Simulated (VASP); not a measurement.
A run of VASP 6.6.1 is set up as follows.

The input INCAR:

```
SYSTEM = Al
PREC = Accurate
ENCUT = 520
EDIFF = 1E-6
ISMEAR = -1
SIGMA = 0.1
LREAL = .False.
LASPH = .True.
NELM = 80
ALGO = Normal
ISIF = 2
LWAVE = .False.
LCHARG = .True.
GGA = PS
LELF = .True.
LVHAR = .True.
NBANDS = 8
```

The input KPOINTS:

```
regular mesh
0
Gamma
  13 13 13
  0 0 0
```

File POSCAR:

```
Al
1.0
   -1.6325674115      1.6325674115      1.6325674115
    1.6325674115     -1.6325674115      1.6325674115
    1.6325674115      1.6325674115     -1.6325674115
Al
1
Direct
    0.0000000000      0.0000000000      0.0000000000
```

Potentials or basis: VASP PAW PBE potentials, release 64 (Al).

The run is started by

```sh
$ cat potpaw_PBE.64/Al/POTCAR > POTCAR
$ mpirun -np 1 vasp_std > vasp.out
```

Q: Predict the pressure.

A: -3.4 GPa.

Caveat: the PAW data sets were made with another functional, which shifts forces and pressure a little.
